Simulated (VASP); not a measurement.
Crystal: MnO (Manganosite).

```
Mn O
1.0
     3.14380    0.00000    0.00000
     1.57190    2.72261    0.00000
     1.57190    0.90754    2.56690
Mn O
1 1
Direct
  0.00000 0.00000 0.00000
  0.50000 0.50000 0.50000
```

Base run:

```yaml
Program: VASP 6.6.1
Functional: PBE
Potentials_or_basis: VASP PAW PBE potentials, release 64 (Mn_pv, O)
Cutoff: 520 eV
k_mesh: 7 × 7 × 7
Occupations: fermi-dirac, width 0.3 eV
Spin: collinear spin, ferromagnetic start
Starting_moments: "[4.0, 0.0] μB"
Hubbard_terms: Mn d U = 1.0 eV
```

Its results: pressure 2.0 GPa; net moment 4.80 μB per cell; site moments Mn +4.39; O +0.18 μB.

Problem. After a change of settings the same cell gave: pressure 6.5 GPa; net moment 4.97 μB per cell; site moments Mn +4.57; O +0.17 μB. Which change was it?
A. hubbard terms from Mn d U = 1.0 eV to Mn d U = 3.0 eV
B. hubbard terms from Mn d U = 1.0 eV to Mn d U = 7.0 eV; further incar settings from ALGO = Normal; EDIFF = 1e-07; NBANDS = 20 to ALGO = Normal; EDIFF = 1e-06; NBANDS = 20
C. hubbard terms from Mn d U = 1.0 eV to Mn d U = 5.0 eV

Solution. A.

Caveats: a cell with one magnetic atom can't hold antiferromagnetic order, which such compounds often take.
